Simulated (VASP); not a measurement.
Input of a VASP 6.6.1 run:

Contents of INCAR:

```
PREC = Accurate ; ENCUT = 600
EDIFF = 1E-6 ; ISMEAR = 0
SIGMA = 0.02 ; LREAL = F
LASPH = T ; NELM = 150
ALGO = Normal ; ISIF = 3
LWAVE = F ; LCHARG = F
LMAXMIX = 4 ; LDAU = T
LDAUTYPE = 2 ; LDAUL = -1 2 -1
LDAUU = 0 4 0 ; LDAUJ = 0 0 0
LDAUPRINT = 1 ; GGA = PE
IBRION = 2 ; NSW = 70
EDIFFG = -0.008 ; PSTRESS = -30.0
```

File KPOINTS:

```
regular mesh
0
Gamma
  8 8 8
```

The input POSCAR:

```
SrTiO3
1.0
    3.9846436525      0.0000000000      0.0000000000
    0.0000000000      3.9846436525      0.0000000000
    0.0000000000      0.0000000000      3.9846436525
Sr Ti O
1 1 3
Direct
    0.0000000000      0.0000000000      0.0000000000
    0.5000000000      0.5000000000      0.5000000000
    0.5000000000      0.0000000000      0.5000000000
    0.5000000000      0.5000000000      0.0000000000
    0.0000000000      0.5000000000      0.5000000000
```

Potentials or basis: VASP PAW PBE potentials, release 64 (Sr_sv, Ti_sv, O).

Launch:

```console
$ cat potpaw_PBE.64/Sr_sv/POTCAR potpaw_PBE.64/Ti_sv/POTCAR potpaw_PBE.64/O/POTCAR > POTCAR
$ mpirun -np 1 vasp_std > vasp.out
```

What does it give for the relaxed volume?

12.72 Å³/atom.

Estimate the relaxed cell.

a = 3.992 Å, b = 3.992 Å, c = 3.992 Å, α = 90.00°, β = 90.00°, γ = 90.00°.

Estimate the band gap on the k mesh.

2.23 eV (least direct gap 2.67 eV).

Estimate the space group after relaxing (to 0.1 Å).

Pm-3m (No. 221).

Eigenvalues of the final occupation matrices:
```tsv
site	spin	trace	eigenvalues
site 2 d	1	0.78	0.10 0.10 0.10 0.24 0.24
site 2 d	2	0.78	0.10 0.10 0.10 0.24 0.24
```

Caveat: the cell is relaxed towards a set pressure, so the run minimises the enthalpy, not the energy. A k mesh can miss the band edges.
